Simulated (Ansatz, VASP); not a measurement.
Given: the input of a run of VASP 6.6.1 on CsSnI3.

File INCAR:

```
PREC = Accurate ; ENCUT = 500
EDIFF = 1E-6 ; ISMEAR = -1
SIGMA = 0.05 ; LREAL = False
LASPH = True ; NELM = 120
ALGO = Normal ; ISIF = 2
LWAVE = False ; LCHARG = True
GGA = PS ; LELF = True
LVHAR = True ; NBANDS = 30
GGA_COMPAT = False
```

Contents of KPOINTS:

```
regular mesh
0
Gamma
  5 5 5
```

The input POSCAR:

```
CsSnI3
1.0
    6.2467985487      0.0000000000      0.0000000000
    0.0000000000      6.2467985487      0.0000000000
    0.0000000000      0.0000000000      6.2467985487
Cs I Sn
1 3 1
Direct
    0.0000000000      0.0000000000      0.0000000000
    0.5000000000      0.5000000000      0.0000000000
    0.5000000000      0.0000000000      0.5000000000
    0.0000000000      0.5000000000      0.5000000000
    0.5000000000      0.5000000000      0.5000000000
```

Potentials or basis: VASP PAW PBE potentials, release 64 (Cs_sv, I, Sn_d).

Command:

```console
$ cat potpaw_PBE.64/Cs_sv/POTCAR potpaw_PBE.64/I/POTCAR potpaw_PBE.64/Sn_d/POTCAR > POTCAR
$ mpirun -np 1 vasp_std > vasp.out
```

Q: Set up the same calculation for Ansatz 0.2.0. Potentials there: all-electron LAPW, scalar-relativistic.

A: As run (the cutoff follows the program's own potentials):

input.yaml

```yaml
crystal:
  lattice:
    - [6.2467985487, 0.0, 0.0]
    - [0.0, 6.2467985487, 0.0]
    - [0.0, 0.0, 6.2467985487]
  atoms:
    - { symbol: Cs, position: [0.0, 0.0, 0.0] }
    - { symbol: I, position: [0.5, 0.5, 0.0] }
    - { symbol: I, position: [0.5, 0.0, 0.5] }
    - { symbol: I, position: [0.0, 0.5, 0.5] }
    - { symbol: Sn, position: [0.5, 0.5, 0.5] }
kpoints:
  mp_grid: { grid: [5, 5, 5] }
scf:
  occupations: { method: fermi_dirac, width: 0.05 }
hamiltonian:
  xc: pbesol
  pseudopotentials: { kind: all_electron, lapw: { basis_error: 0.001 } }
output:
  forces: true
  stress: true
  eigenvalues: true
```

Potentials or basis: all-electron LAPW, scalar-relativistic.

Launch:

```console
$ ansatz run input.yaml --threads 4 --pin off --max-ram 12288MiB --backend cpu --events-out ev --progress --plain --runs-dir out
```

Both were run:

|  | VASP | Ansatz | Ansatz less VASP |
| --- | --- | --- | --- |
| gap on the k mesh at the Fermi level (eV) | 1.74 | 1.74 | +0.003 |
| least direct gap on the mesh (eV) | 1.74 | 1.74 | +0.003 |
| pressure (GPa) | -1.0 | -1.0 | 0.00 |

VASP's potentials were made for PBE, not for PBEsol. Ansatz ran all-electron here, and VASP with PAW potentials.

Neither program's run includes spin-orbit coupling.
